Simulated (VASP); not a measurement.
Runs of VASP 6.6.1 on Al3GaN4. The structure is that of space group P-43m (No. 215), or close to it. The cells are those of the table. 

```csv
cell,gap on the mesh (eV),pressure (GPa)
"a = 4.319 Å, 8 atoms",3.35,(b)
"a = 4.539 Å, 8 atoms",2.74,-14.7
"a = 4.451 Å, 8 atoms",3.19,(a)
"a = 4.495 Å, 8 atoms",2.96,(c)
"a = 4.363 Å, 8 atoms",3.34,6.3
```

Alike in all rows: task single point; level PBEsol; potentials or basis VASP PAW PBE potentials, release 64 (Al, Ga_d, N); no spin polarisation; k mesh 6 × 6 × 6; cutoff (eV) 520; smearing gaussian 0.05 eV.

Problem. Estimate the missing entries.

Solution. (a) -5.6; (b) 13.5; (c) -10.5.

Caveats: the PAW data sets were made with another functional, which shifts forces and pressure a little.

A k mesh can miss the band edges, and the runs leave out spin-orbit coupling on Ga.
